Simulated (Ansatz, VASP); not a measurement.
WSeS in VASP and in Ansatz

```
S W Se
1.0
     3.18561    0.00000    0.00000
    -1.59281    2.75882    0.00000
     0.00000    0.00000   30.20000
S W Se
1 1 1
Cartesian
  1.5928 0.9196 6.9926
  0.0000 1.8392 8.5196
  1.5928 0.9196 10.2178
```

Alike in both runs: functional LDA; k mesh 12 × 12 × 1; occupations gaussian, width 0.03 eV; no spin polarisation.

Ansatz relaxed the structure, and its values are those at the end. VASP's run is a single point on that final structure, the one shown.

```csv
,VASP,Ansatz
version,VASP 6.6.1,Ansatz 0.2.0
potentials or method,"VASP PAW LDA potentials, release 64 (S, W_sv, Se), cutoff 400 eV","scalar-relativistic, plane waves, PAW"
valence electrons in the cell,26,36
```

VASP gave:

| Quantity | Value |
| --- | --- |
| gap on the k mesh at the Fermi level (eV) | 1.84 |
| least direct gap on the mesh (eV) | 1.89 |
| rms of the force components (eV/Å) | 0.044 |

**Question.** Estimate Ansatz's values.

**Answer.** gap on the k mesh at the Fermi level (eV): 1.83; least direct gap on the mesh (eV): 1.88; rms of the force components (eV/Å): 0.001.

Ansatz warns that its potentials were made for another functional, while VASP's fit it. LDA's correlation is that of Perdew and Zunger in VASP and of Perdew and Wang (1992) in Ansatz. VASP's potentials hold 26 valence electrons a cell and Ansatz's 36, so a difference there can come from the potentials and not from the codes. Ansatz's warnings: slab cell height set, structure snapped to symmetry, xc potential rough in thin density.

Spin-orbit coupling is off throughout.
